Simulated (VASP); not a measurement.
# SnSe (Pnma) in VASP: further runs

The runs below take SnSe through single point, with PBE, PBE+D3(BJ), revPBE+D3(BJ).

All numbers are computed with VASP 6.6.1; they aren't measurements. Logs are shortened: lines on timing, memory, paths and dates and some standing lists are left out, and cuts for length are marked.

**The experiment to reproduce.**

“Linear dichroism of the optical properties of SnS and SnSe van der Waals crystals”, 2024, arxiv:2409.17412 reports, for a bulk crystal of SnSe at 20 K: band gap 0.99 eV (indirect).

The runs below are set against these values where they give the same quantity.

## (1) The cell of the first run

It takes space group Pnma (No. 62, orthorhombic). Conventional cell: a = 11.570 Å, b = 4.245 Å, c = 4.519 Å, α = 90.00°, β = 90.00°, γ = 90.00°. Sn (site symmetry m) has 6 Se at 2.73 to 3.55 Å and 2 Sn at 3.64 Å within 3.7 Å. Within 3.6 Å of Se (site symmetry m) lie 6 Sn at 2.73 to 3.55 Å.

## (2) Single point, PBE

INCAR reads:

```
SYSTEM = SnSe
  ALGO = Normal
  EDIFF = 1E-6
  ENCUT = 520
  GGA = PE
  ISIF = 2
  ISMEAR = -1
  LASPH = .True.
  LCHARG = .True.
  LELF = .True.
  LREAL = .False.
  LVHAR = .True.
  LWAVE = .False.
  NBANDS = 50
  NELM = 60
  PREC = Accurate
  SIGMA = 0.05
```

KPOINTS reads:

```
k-points
0
Gamma
  3 6 6
  0 0 0
```

POSCAR reads:

```
SnSe
1.0
   11.5702803916      0.0000000000      0.0000000000
    0.0000000000      4.2451379020      0.0000000000
    0.0000000000      0.0000000000      4.5186909410
Sn Se
4 4
Direct
    0.8770000000      0.7500000000      0.9090000000
    0.6230000000      0.2500000000      0.4090000000
    0.3770000000      0.7500000000      0.5910000000
    0.1230000000      0.2500000000      0.0910000000
    0.6430000000      0.7500000000      0.9840000000
    0.8570000000      0.2500000000      0.4840000000
    0.1430000000      0.7500000000      0.5160000000
    0.3570000000      0.2500000000      0.0160000000
```

Potentials or basis: VASP PAW PBE potentials, release 64 (Sn_d, Se).

Launch:

```
$ cat potpaw_PBE.64/Sn_d/POTCAR potpaw_PBE.64/Se/POTCAR > POTCAR
$ mpirun -np 1 vasp_std > vasp.out
```

OUTCAR:

```text
SYSTEM = SnSe
   EDIFF = 1E-6
   ENCUT = 520
   GGA = PE
   ISIF = 2
   ISMEAR = -1
   LASPH = .True.
   LREAL = .False.
   NELM = 60
   PREC = Accurate

 ion  position               nearest neighbor table
   1  0.877  0.750  0.909-   5 2.73   6 2.87   6 2.87   4 3.64   4 3.64
   2  0.623  0.250  0.409-   6 2.73   5 2.87   5 2.87   3 3.64   3 3.64
   3  0.377  0.750  0.591-   7 2.73   8 2.87   8 2.87   2 3.64   2 3.64
   4  0.123  0.250  0.091-   8 2.73   7 2.87   7 2.87   1 3.64   1 3.64
   5  0.643  0.750  0.984-   1 2.73   2 2.87   2 2.87
   6  0.857  0.250  0.484-   2 2.73   1 2.87   1 2.87
   7  0.143  0.750  0.516-   3 2.73   4 2.87   4 2.87
   8  0.357  0.250  0.016-   4 2.73   3 2.87   3 2.87

  LATTYP: Found a simple orthorhombic cell.
 ALAT       =     4.2451379020
 B/A-ratio  =     1.0644391408
 C/A-ratio  =     2.7255369928

  Lattice vectors:

 A1 = (   0.0000000000,   4.2451379020,   0.0000000000)
 A2 = (   0.0000000000,   0.0000000000,   4.5186909410)
 A3 = (  11.5702803916,   0.0000000000,   0.0000000000)

Analysis of symmetry for initial positions (statically):
=====================================================================
 Subroutine PRICEL returns:
 Original cell was already a primitive cell.

 Routine SETGRP: Setting up the symmetry group for a
 simple orthorhombic supercell.

 Subroutine GETGRP returns: Found  8 space group operations
 (whereof  2 operations were pure point group operations)
 out of a pool of  8 trial point group operations.

The static configuration has the point symmetry S_2 .
 The point group associated with its full space group is D_2h.

Analysis of symmetry for dynamics (positions and initial velocities):
=====================================================================
 Subroutine PRICEL returns:
 Original cell was already a primitive cell.

 Routine SETGRP: Setting up the symmetry group for a
 simple orthorhombic supercell.

 Subroutine GETGRP returns: Found  8 space group operations
 (whereof  2 operations were pure point group operations)
 out of a pool of  8 trial point group operations.

The dynamic configuration has the point symmetry S_2 .
 The point group associated with its full space group is D_2h.

 Subroutine INISYM returns: Found  8 space group operations
 (whereof  2 operations are pure point group operations),
 and found     1 'primitive' translations

----------------------------------------------------------------------------------------

                                     Primitive cell

  volume of cell :     221.9465

  direct lattice vectors                    reciprocal lattice vectors
    11.570280392  0.000000000  0.000000000     0.086428329  0.000000000  0.000000000
     0.000000000  4.245137902  0.000000000     0.000000000  0.235563608  0.000000000
     0.000000000  0.000000000  4.518690941     0.000000000  0.000000000  0.221303031

  length of vectors
    11.570280392  4.245137902  4.518690941     0.086428329  0.235563608  0.221303031

  position of ions in fractional coordinates (direct lattice)
     0.877000000  0.750000000  0.909000000
     0.623000000  0.250000000  0.409000000
     0.377000000  0.750000000  0.591000000
     0.123000000  0.250000000  0.091000000
     0.643000000  0.750000000  0.984000000
     0.857000000  0.250000000  0.484000000
     0.143000000  0.750000000  0.516000000
     0.357000000  0.250000000  0.016000000

  ion indices of the primitive-cell ions
   primitive index   ion index
                 1           1
                 2           2
                 3           3
                 4           4
                 5           5
                 6           6
                 7           7
                 8           8

----------------------------------------------------------------------------------------

 KPOINTS: k-points

Automatic generation of k-mesh.
 Grid dimensions read from file:
 generate k-points for:    3    6    6

 Generating k-lattice:

  Cartesian coordinates                     Fractional coordinates (reciprocal lattice)
     0.028809443  0.000000000  0.000000000     0.333333333  0.000000000  0.000000000
     0.000000000  0.039260601  0.000000000     0.000000000  0.166666667  0.000000000
     0.000000000  0.000000000  0.036883838     0.000000000  0.000000000  0.166666667

  Length of vectors
     0.028809443  0.039260601  0.036883838

  Shift w.r.t. Gamma in fractional coordinates (k-lattice)
     0.000000000  0.000000000  0.000000000

 Subroutine IBZKPT returns following result:
 ===========================================

 Found     32 irreducible k-points:

 Following reciprocal coordinates:
            Coordinates               Weight
  0.000000  0.000000  0.000000      1.000000
  0.333333  0.000000  0.000000      2.000000
  0.000000  0.166667  0.000000      2.000000
  0.333333  0.166667  0.000000      4.000000
  0.000000  0.333333  0.000000      2.000000
  0.333333  0.333333  0.000000      4.000000
[... 16 lines left out ...]
  0.000000  0.500000  0.333333      2.000000
  0.333333  0.500000  0.333333      4.000000
 [... further k-points ...]
   k-points           NKPTS =     32   k-points in BZ     NKDIM =     32   number of bands    NBANDS=     50
   number of dos      NEDOS =    301   number of ions     NIONS =      8
   total plane-waves  NPLWV = 103680
   dimension x,y,z NGX =    90 NGY =   32 NGZ =   36
   dimension x,y,z NGXF=   180 NGYF=   64 NGZF=   72
   ions per type =               4   4
   NGX,Y,Z   is equivalent  to a cutoff of  12.93, 12.53, 13.24 a.u.
   NGXF,Y,Z  is equivalent  to a cutoff of  25.86, 25.06, 26.49 a.u.
 SYSTEM =  SnSe
   PREC   = accura    normal or accurate (medium, high low for compatibility)
   ISTART =      0    job   : 0-new  1-cont  2-samecut
   ICHARG =      2    charge: 1-file 2-atom 10-const
   ISPIN  =      1    spin polarized calculation?
   LNONCOLLINEAR =      F non collinear calculations
   LSORBIT =      F    spin-orbit coupling
   LASPH  =      T    aspherical Exc in radial PAW
   ENCUT  =  520.0 eV  38.22 Ry    6.18 a.u.  21.51  7.89  8.40*2*pi/ulx,y,z
   NELM   =     60;   NELMIN=  2; NELMDL= -5     # of ELM steps
   EDIFF  = 0.1E-05   stopping-criterion for ELM
   LREAL  =      F    real-space projection
   EDIFFG = 0.1E-04   stopping-criterion for IOM
   NSW    =      0    number of steps for IOM
   IBRION =     -1    ionic relax: 0-MD 1-quasi-New 2-CG
   NFREE  =      0    steps in history (QN), initial steepest desc. (CG)
   ISIF   =      2    stress and relaxation
   ISYM   =      2    0-nonsym 1-usesym 2-fastsym
   POTIM  = 0.5000    time-step for ionic-motion
   TEBEG  =    0.0;   TEEND  =   0.0 temperature during run
   PSTRESS=    0.0 pullay stress
   NELECT =      80.0000    total number of electrons
   NUPDOWN=      -1.0000    fix difference up-down
   EMIN   =  10.00;   EMAX   =-10.00  energy-range for DOS
   EFERMI =   0.00;   METHOD = LEGACY
   ISMEAR =    -1;   SIGMA  =   0.05  broadening in eV -4-tet -1-fermi 0-gaus
   EFERMI_NEDOS =   21; number of points for ismear=-14 and -15
   IALGO  =     38    algorithm
   IMIX   =      4    mixing-type and parameters
     AMIX     =   0.40;   BMIX     =  1.00
     AMIX_MAG =   1.60;   BMIX_MAG =  1.00
  volume/ion in A,a.u.               =      27.74       187.22
  Fermi-wavevector in a.u.,A,eV,Ry     =   1.165079  2.201680 18.468673  1.357409
  Thomas-Fermi vector in A             =   2.301609
   LORBIT       =      0    0 simple, 1 ext, 2 COOP (PROOUT), +10 PAW based schemes
   GGA     = PE    functional components
   LHFCALC =     F    Hartree Fock is set to
   AEXX    =    0.0000 exact exchange contribution
   IVDW    =     0    specifies the selected vdW correction
   LEPSILON=     F    determine dielectric tensor
   LRPA    =     F    only Hartree local field effects (RPA)
 non-spin polarized calculation
  energy-cutoff  :      520.00
  volume of cell :      221.95
 maximum number of plane-waves:      6012
 NGX is ok and might be reduce to    90
   NGX = 43   NGY = 15   NGZ = 17

 number of electron      79.9999987 magnetization

 Free energy of the ion-electron system (eV)
  ---------------------------------------------------
  ext. energy  EPLUGINS =         0.00000000
  ---------------------------------------------------
  free energy    TOTEN  =       -32.84603622 eV

  energy without entropy =      -32.84594248  energy(sigma->0) =      -32.84598935

 E-fermi :   5.2851     XC(G=0):  -9.5242

 val. band max:        5.0015840793   @ k =   0.0000   0.0000   0.3333
 cond. band min:       5.5653079888   @ k =   0.0000   0.3333   0.0000
 fundamental gap:      0.5637239095
 Fermi energy:         5.2851293470

 k-point     1 :       0.0000    0.0000    0.0000
  band No.  band energies     occupation
      1     -16.3046      2.00000
      2     -16.3002      2.00000
      3     -16.2964      2.00000
      4     -16.2963      2.00000
      5     -16.2955      2.00000
      6     -16.2918      2.00000
[... 42 lines left out ...]
     49       9.5279      0.00000
     50       9.5580      0.00000

 k-point     2 :       0.3333    0.0000    0.0000
  band No.  band energies     occupation
      1     -16.3033      2.00000
      2     -16.3008      2.00000
      3     -16.2968      2.00000
      4     -16.2961      2.00000
      5     -16.2957      2.00000
      6     -16.2941      2.00000
[... 42 lines left out ...]
     49       9.8296      0.00000
     50       9.8584      0.00000

 k-point     3 :       0.0000    0.1667    0.0000
  band No.  band energies     occupation
      1     -16.3005      2.00000
      2     -16.2979      2.00000
      3     -16.2978      2.00000
      4     -16.2947      2.00000
      5     -16.2947      2.00000
      6     -16.2932      2.00000
[... 42 lines left out ...]
     49       9.5109      0.00000
     50       9.8144      0.00000

 k-point     4 :       0.3333    0.1667    0.0000
  band No.  band energies     occupation
      1     -16.2997      2.00000
      2     -16.2982      2.00000
      3     -16.2975      2.00000
      4     -16.2963      2.00000
      5     -16.2940      2.00000
      6     -16.2936      2.00000
[... 999 lines left out ...]
 k-point    23 :       0.0000    0.5000    0.3333
  band No.  band energies     occupation
      1     -16.3104      2.00000
      2     -16.3104      2.00000
      3     -16.3068      2.00000
      4     -16.3068      2.00000
      5     -16.2845      2.00000
      6     -16.2845      2.00000
[... 42 lines left out ...]
     49       9.7109      0.00000
     50       9.7109      0.00000

 k-point    24 :       0.3333    0.5000    0.3333
  band No.  band energies     occupation
      1     -16.3095      2.00000
      2     -16.3095      2.00000
      3     -16.3077      2.00000
      4     -16.3077      2.00000
      5     -16.2840      2.00000
      6     -16.2840      2.00000
[... 42 lines left out ...]
     49      10.2150      0.00000
     50      10.2165      0.00000

 [... further k-points ...]

------------------------ aborting loop because EDIFF is reached ----------------------------------------

  FORCE on cell =-STRESS in cart. coord.  units (eV):
  Direction    XX          YY          ZZ          XY          YZ          ZX
  --------------------------------------------------------------------------------------
  -------------------------------------------------------------------------------------
  Total        2.6179125     -0.4974354     -0.7398307      0.0000000     -0.0000000      0.0000000
  in kB       18.8980668     -3.5908638     -5.3406561      0.0000000     -0.0000000      0.0000000
  external PRESSURE =       3.3221823 kB  Pullay stress =       0.0000000 kB

 VOLUME and BASIS-vectors are now :
 -----------------------------------------------------------------------------
  energy-cutoff  :      520.00
  volume of cell :      221.95
      direct lattice vectors                 reciprocal lattice vectors
    11.570280392  0.000000000  0.000000000     0.086428329  0.000000000  0.000000000
     0.000000000  4.245137902  0.000000000     0.000000000  0.235563608  0.000000000
     0.000000000  0.000000000  4.518690941     0.000000000  0.000000000  0.221303031

 POSITION                                       TOTAL-FORCE (eV/Angst)
 -----------------------------------------------------------------------------------
     10.14714      3.18385      4.10749         0.106285      0.000000     -0.114695
      7.20828      1.06128      1.84814        -0.106285     -0.000000     -0.114695
      4.36200      3.18385      2.67055         0.106285     -0.000000      0.114695
      1.42314      1.06128      0.41120        -0.106285     -0.000000      0.114695
      7.43969      3.18385      4.44639        -0.112153      0.000000      0.107868
      9.91573      1.06128      2.18705         0.112153     -0.000000      0.107868
      1.65455      3.18385      2.33164        -0.112153     -0.000000     -0.107868
      4.13059      1.06128      0.07230         0.112153      0.000000     -0.107868
 -----------------------------------------------------------------------------------
    total drift:                                0.000000     -0.000000      0.000000

  FREE ENERGIE OF THE ION-ELECTRON SYSTEM (eV)
  ---------------------------------------------------
  free  energy   TOTEN  =       -32.8460362187 eV

  energy  without entropy=      -32.8459424818  energy(sigma->0) =      -32.84598935
```

It took 4.5 min on 1 thread of Oxide Virtual Turin-like, shared host; peak memory 0.44 GiB.

Results:

```
Free energy            : -32.8460 eV
Pressure               : 0.3 GPa
Largest force          : 0.156 eV/Å
Band gap on the k mesh : 0.56 eV (least direct gap 0.73 eV)
```

Forces in eV/Å, atoms in the order of the input:
```
Sn   0.106  0.000 -0.115
Sn  -0.106  0.000 -0.115
Sn   0.106  0.000  0.115
Sn  -0.106  0.000  0.115
Se  -0.112  0.000  0.108
Se   0.112  0.000  0.108
Se  -0.112  0.000 -0.108
Se   0.112  0.000 -0.108
```

Stress tensor (GPa, compression positive):
```
 1.89  0.00  0.00
 0.00 -0.36  0.00
 0.00  0.00 -0.53
```

Levels at points of the mesh, in eV from the valence-band top:
```
           k point  band 37  band 38  band 39  band 40  band 41  band 42  band 43  band 44
(0.00, 0.00, 0.00)    -1.42    -1.14    -0.70    -0.51     0.86     2.94     3.13     3.18
(0.00, 0.50, 0.00)    -0.96    -0.96    -0.71    -0.71     0.99     0.99     1.32     1.32
(0.00, 0.00, 0.50)    -0.72    -0.72    -0.30    -0.30     1.28     1.28     1.57     1.57
(0.00, 0.50, 0.50)    -2.10    -2.10    -1.41    -1.41     2.84     2.84     3.08     3.08
```

Caveat: semilocal functionals underestimate gaps, and a narrow one can read as zero; spin-orbit coupling is left out, which moves the levels of the heavy elements.

(Part 1 of 3 ends here.)
